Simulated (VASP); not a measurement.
Here is a VASP 6.6.1 calculation.

Contents of INCAR:

```
SYSTEM = Al2Cu
PREC     = Accurate       ! precision mode
ENCUT    = 600            ! plane-wave cutoff, eV
EDIFF    = 1E-6           ! SCF threshold, eV
ISMEAR   = 0              ! smearing method
SIGMA    = 0.1            ! smearing width, eV
LREAL    = .False.        ! projectors in reciprocal space
LASPH    = .True.         ! aspherical terms in the spheres
NELM     = 120            ! most SCF steps
ALGO     = Normal         ! electronic algorithm
ISIF     = 2              ! what is computed and relaxed
LWAVE    = .False.        ! write WAVECAR
LCHARG   = .True.         ! write CHGCAR
GGA      = PE             ! functional
LELF     = .True.         ! ELF
LVHAR    = .True.       
NBANDS   = 16             ! bands
GGA_COMPAT= .False.
```

Contents of KPOINTS:

```
Automatic mesh
0
Gamma
  2 2 3
  0 0 0
```

File POSCAR:

```
Al2Cu
1.0
    4.1051820000      0.0000000000      0.0000000000
    0.0000000000      4.1051820000      0.0000000000
    0.0000000000      0.0000000000      2.8913130000
Al Cu
2 1
Direct
    0.5000000000      0.0000000000      0.5000000000
    0.0000000000      0.5000000000      0.5000000000
    0.0000000000      0.0000000000      0.0000000000
```

Potentials or basis: VASP PAW PBE potentials, release 64 (Al, Cu).

Launch:

```sh
$ cat potpaw_PBE.64/Al/POTCAR potpaw_PBE.64/Cu/POTCAR > POTCAR
$ mpirun -np 1 vasp_std > vasp.out
```

Problem. Estimate the pressure.

Solution. 3.1 GPa.

Stress tensor (GPa, compression positive):
```
0.03 0.00 0.00
0.00 0.03 0.00
0.00 0.00 9.31
```

Caveat: the k points lie up to 0.77 Å⁻¹ apart.
